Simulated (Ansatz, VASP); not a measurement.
## Re, level by level in two programs

```xyz
2
Lattice="2.7044 0.0000 0.0000 -1.3522 2.3421 0.0000 0.0000 0.0000 4.3672" Properties=species:S:1:pos:R:3 pbc="T T T"
Re    1.3522    0.7807    3.2754
Re    0.0000    1.5614    1.0918
```

Single points on this cell with VASP 6.6.1 and Ansatz 0.2.0. Each row is one pair of runs. Alike in all rows: spin: off; k mesh: 11 × 11 × 6; smearing: fermi-dirac, width 0.05 eV.

```tsv
level	VASP's potentials, cutoff	Ansatz's potentials, cutoff	gap on the k mesh at the Fermi level (eV), VASP	gap on the k mesh at the Fermi level (eV), Ansatz
r2SCAN	VASP PAW PBE potentials, release 64 (Re), 520 eV	Ansatz PAW, 500 eV	none	none
LDA	VASP PAW LDA potentials, release 64 (Re), 520 eV	Ansatz PAW, 420 eV	none	none
PBE+D3(BJ)	VASP PAW PBE potentials, release 64 (Re), 520 eV	Ansatz PAW, 420 eV	none	none
revPBE	VASP PAW PBE potentials, release 64 (Re), 520 eV	Ansatz PAW, 420 eV	none	none
BLYP+D3(BJ)	VASP PAW PBE potentials, release 64 (Re), 520 eV	Ansatz PAW, 420 eV	none	none
LDA	VASP PAW LDA potentials, release 64 (Re), 520 eV	JTH PAW LDA, 1290 eV	none	none
```

VASP's potentials hold 14 valence electrons a cell and Ansatz's 30, so a difference there can come from the potentials and not from the codes.

A gap of «none» marks a metal or a gap that the smearing closes.

Spin-orbit coupling is off throughout.
